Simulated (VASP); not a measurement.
Set up this calculation in VASP 6.6.1, as the native input.

```yaml
Task: single point
Functional: PBEsol
Potentials_or_basis: VASP PAW PBE potentials, release 64 (Te)
Cutoff: 520 eV
k_mesh: 15 × 15 × 15
Occupations: gaussian, width 0.15 eV
Spin: no spin polarisation
Dipole_correction: no
Further_INCAR_settings: ALGO = Normal; EDIFF = 1e-06; NBANDS = 9
```

The structure of Te lies in POSCAR:

```
Te
1.0
    2.2482003737      1.2979990910      1.6381886723
   -2.2482003737      1.2979990910      1.6381886723
    0.0000000000     -2.5959981818      1.6381886724
Te
1
Direct
    0.5000000000      0.5000000000      0.5000000000
```

One way to write it, as run:

INCAR

```
SYSTEM = Te
  PREC = Accurate
  ENCUT = 520
  EDIFF = 1E-6
  ISMEAR = 0
  SIGMA = 0.15
  LREAL = .FALSE.
  LASPH = .TRUE.
  NELM = 100
  ALGO = Normal
  ISIF = 2
  LWAVE = .FALSE.
  LCHARG = .FALSE.
  GGA = PS
  NBANDS = 9
```

KPOINTS

```
Automatic mesh
0
G
  15 15 15
  0 0 0
```

Potentials or basis: VASP PAW PBE potentials, release 64 (Te).

The run is started by

```bash
$ cat potpaw_PBE.64/Te/POTCAR > POTCAR
$ mpirun -np 1 vasp_std > vasp.out
```

Results of the run:

```
Pressure               : 5.4 GPa
Band gap on the k mesh : zero (bands 3 and 4 overlap by 5.44 eV)
```

Caveat: the cell stands under pressure; the PAW data sets were made with another functional, which shifts forces and pressure a little; spin-orbit coupling is left out, which moves the levels of the heavy elements.

It took 43 s on 1 thread of Intel Xeon 8259CL, with other jobs on the host, peak memory 0.2 GiB.
